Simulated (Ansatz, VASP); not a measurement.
## One calculation of GaAs, two programs

```
Ga As
1.0
     0.00000    2.87269    2.93015
     2.87269    0.00000    2.93015
     2.87269    2.87269    0.00000
Ga As
1 1
Direct
  0.00000 0.00000 0.00000
  0.75000 0.75000 0.75000
```

Change from the starting cell: strain +0.0200 x Voigt [0, 0, 1, 0, 0, 0], atoms carried along.

Alike in both runs: task single point; functional PBE; k mesh 10 × 10 × 10; occupations gaussian, width 0.03 eV; no spin polarisation.

|  | VASP | Ansatz |
| --- | --- | --- |
| version | VASP 6.6.1 | Ansatz 0.2.0 |
| potentials or method | VASP PAW PBE potentials, release 64 (Ga_d, As), cutoff 520 eV | scalar-relativistic, plane waves, PAW |
| valence electrons in the cell | 18 | 28 |

VASP gave:

| Item | Value |
| --- | --- |
| gap on the k mesh at the Fermi level (eV) | none |
| pressure (GPa) | -1.0 |
| traceless stress, the component that is largest in VASP (GPa) | -0.77 |

Which values does Ansatz return?

gap on the k mesh at the Fermi level (eV): none; pressure (GPa): -1.1; traceless stress, the component that is largest in VASP (GPa): -0.77.

A gap of «none» marks a metal or a gap that the smearing closes. VASP's potentials hold 18 valence electrons a cell and Ansatz's 28, so a difference there can come from the potentials and not from the codes.
